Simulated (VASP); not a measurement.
Crystal: AlCo.

```
Al Co
1.0
     2.94683    0.00000    0.00000
     0.00000    2.94683    0.00000
     0.00000    0.00000    2.94683
Al Co
1 1
Direct
  0.50000 0.50000 0.50000
  0.00000 0.00000 0.00000
```

| Property | Result |
| --- | --- |
| Program | VASP 6.6.1 |
| Task | relaxation of cell and atoms |
| Functional | PBE |
| Potentials or basis | VASP PAW PBE potentials, release 64 (Al, Co) |
| Cutoff | 600 eV |
| k mesh | 6 × 6 × 6 |
| Occupations | gaussian, width 0.1 eV |
| Spin | collinear spin, ferromagnetic start |
| Starting moments | [0.0, 0.35] μB |

At the start: pressure -14.1 GPa; volume 12.79 Å³/atom.

Task: How do energy, volume and symmetry change on relaxing?

Result: Over 3 steps the energy falls by 57.1 meV/atom and the volume is 11.62 Å³/atom (-9.2 %); space group Pm-3m (No. 221, to 0.05 Å); moment 0.00 μB per cell.

The path:
| step | energy change (eV) | largest force (eV/Å) | pressure (GPa) | volume (Å³) |
| --- | --- | --- | --- | --- |
| 1 | 0.0000 | 0.0000 | -14.13 | 25.59 |
| 2 | -0.0460 | 0.0000 | 14.67 | 21.64 |
| 3 | -0.1142 | 0.0000 | -0.09 | 23.23 |

Final structure:
```
Al Co
1.0
     2.85347    0.00000    0.00000
     0.00000    2.85347    0.00000
     0.00000    0.00000    2.85347
Al Co
1 1
Direct
  0.50000 0.50000 0.50000
  0.00000 0.00000 0.00000
```
